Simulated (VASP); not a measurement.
ZnO:

```
CELL_PARAMETERS angstrom
3.22750 0.00000 0.00000
-1.61375 2.79510 0.00000
0.00000 0.00000 5.17077
ATOMIC_POSITIONS crystal
Zn 0.66667 0.33333 0.00000
Zn 0.33333 0.66667 0.50000
O 0.33333 0.66667 0.87901
O 0.66667 0.33333 0.37901
```

Base run:

- Program: VASP 6.6.1
- Functional: PBE
- Dispersion: D3(BJ)
- Potentials or basis: VASP PAW PBE potentials, release 64 (Zn, O)
- Cutoff: 520 eV
- k mesh: 9 × 9 × 5
- Occupations: fermi-dirac, width 0.05 eV
- Spin: no spin polarisation

Its results: band gap on the k mesh 0.82 eV; pressure 6.1 GPa; largest force 0.080 eV/Å.

Problem. The run is repeated on the same cell with these changes: functional from PBE to r2SCAN; dispersion from D3(BJ) to rVV10. What comes out?

Solution. Band gap on the k mesh 1.21 eV; pressure 1.7 GPa; largest force 0.085 eV/Å.

Several settings changed at once.

Caveats: the cell stands under pressure (at least some runs); the PAW data sets were made with another functional, which shifts forces and pressure a little (at least some runs).

